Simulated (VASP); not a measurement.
Wanted: the native input for a VASP 6.6.1 run.

```
Task                   : single point
Functional             : PBE
Potentials or basis    : VASP PAW PBE potentials, release 64 (Ga_d)
Cutoff                 : 520 eV
k mesh                 : 14 × 14 × 16
Occupations            : fermi-dirac, width 0.05 eV
Spin                   : no spin polarisation
Dipole correction      : no
Further INCAR settings : ALGO = Normal; EDIFF = 1e-06; NBANDS = 12; ISYM = 0
```

The structure of Ga lies in POSCAR:

```
Ga
1.0
   -1.3945768973      1.3945768973      2.2140398177
    1.3945768973     -1.3945768973      2.2140398177
    1.3945768973      1.3945768973     -2.2140398177
Ga
1
Direct
    0.0000000000      0.0000000000      0.0000000000
```

This cell differs from its parent crystal: volume scaled by 0.98.

The input as run:

INCAR

```
PREC = Accurate ; ENCUT = 520
EDIFF = 1E-6 ; ISMEAR = -1
SIGMA = 0.05 ; LREAL = False
LASPH = True ; NELM = 100
ALGO = Normal ; ISIF = 2
LWAVE = False ; LCHARG = True
GGA = PE ; LELF = True
LVHAR = True ; NBANDS = 12
ISYM = 0
```

KPOINTS

```
Automatic mesh
0
Gamma
  14 14 16
```

Potentials or basis: VASP PAW PBE potentials, release 64 (Ga_d).

The run is started by

```bash
$ cat potpaw_PBE.64/Ga_d/POTCAR > POTCAR
$ mpirun -np 1 vasp_std > vasp.out
```

Results of the run:

```json
{"Pressure": "5.8 GPa"}
```

Wall time 5.3 min on 1 thread of Oxide Virtual Turin-like Processor, on a shared host, peak memory 0.37 GiB.
